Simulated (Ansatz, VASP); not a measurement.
**One calculation of Lu, two programs**

INCAR

```
SYSTEM = Lu
ALGO = Fast
EDIFF = 1E-6
ENCUT = 520
GGA = PE
ISIF = 2
ISMEAR = 0
LASPH = .True.
LCHARG = .False.
LREAL = .False.
LWAVE = .False.
NBANDS = 18
NELM = 80
PREC = Accurate
SIGMA = 0.1
```

Contents of KPOINTS:

```
k-points
0
Gamma
  20 20 20
  0 0 0
```

The input POSCAR:

```
Lu
1.0
    0.0000000000      2.3862530637      2.3862530637
    2.3862530637      0.0000000000      2.3862530637
    2.3862530637      2.3862530637      0.0000000000
Lu
1
Direct
    0.0000000000      0.0000000000      0.0000000000
```

Input for Ansatz:

```yaml
crystal:
  lattice:
    - [0.0, 2.3862530637, 2.3862530637]
    - [2.3862530637, 0.0, 2.3862530637]
    - [2.3862530637, 2.3862530637, 0.0]
  atoms:
    - { symbol: Lu, position: [0.0, 0.0, 0.0] }
basis:
  ecutwfc: 420
kpoints:
  mp_grid: { grid: [20, 20, 20] }
hamiltonian:
  xc: pbe
scf:
  occupations: { method: gaussian, width: 0.1 }
output:
  forces: true
  stress: true
  eigenvalues: true
```

Alike in both runs: task single point; functional PBE; k mesh 20 × 20 × 20; occupations gaussian, width 0.1 eV; no spin polarisation.

```csv
,VASP,Ansatz
version,VASP 6.6.1,Ansatz 0.2.0
potentials or method,"VASP PAW PBE potentials, release 64 (Lu), cutoff 520 eV","scalar-relativistic, plane waves, PAW"
valence electrons in the cell,25,25
```

```csv
,VASP,Ansatz,Ansatz less VASP
gap on the k mesh at the Fermi level (eV),none,none,-
pressure (GPa),3.2,2.9,-0.22
```

A gap of «none» marks a metal or a gap that the smearing closes. The functional is the same, so the differences come from potentials, cutoffs and numerics.

Spin-orbit coupling is off throughout.
